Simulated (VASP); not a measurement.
A run of VASP 6.6.1 is set up as follows.

The input INCAR:

```
  PREC = Accurate
  ENCUT = 520
  EDIFF = 1E-6
  ISMEAR = 0
  SIGMA = 0.01
  LREAL = False
  LASPH = True
  NELM = 100
  ALGO = Normal
  ISIF = 2
  LWAVE = False
  LCHARG = True
  GGA = PS
  LELF = True
  LVHAR = True
  NBANDS = 16
```

Contents of KPOINTS:

```
Automatic mesh
0
Gamma
  10 10 10
```

Contents of POSCAR:

```
GaN
1.0
    0.0000000000      2.2233497757      2.2233497757
    2.2233497757      0.0000000000      2.2233497757
    2.2233497757      2.2233497757      0.0000000000
Ga N
1 1
Direct
    0.0000000000      0.0000000000      0.0000000000
    0.2500000000      0.2500000000      0.2500000000
```

Potentials or basis: VASP PAW PBE potentials, release 64 (Ga_d, N).

Command:

```bash
$ cat potpaw_PBE.64/Ga_d/POTCAR potpaw_PBE.64/N/POTCAR > POTCAR
$ mpirun -np 1 vasp_std > vasp.out
```

Task: What does it give for the pressure?

Result: 6.8 GPa.

Task: Predict the band gap on the k mesh.

Result: 1.94 eV.

Caveat: the cell stands under pressure; the PAW data sets were made with another functional, which shifts forces and pressure a little.
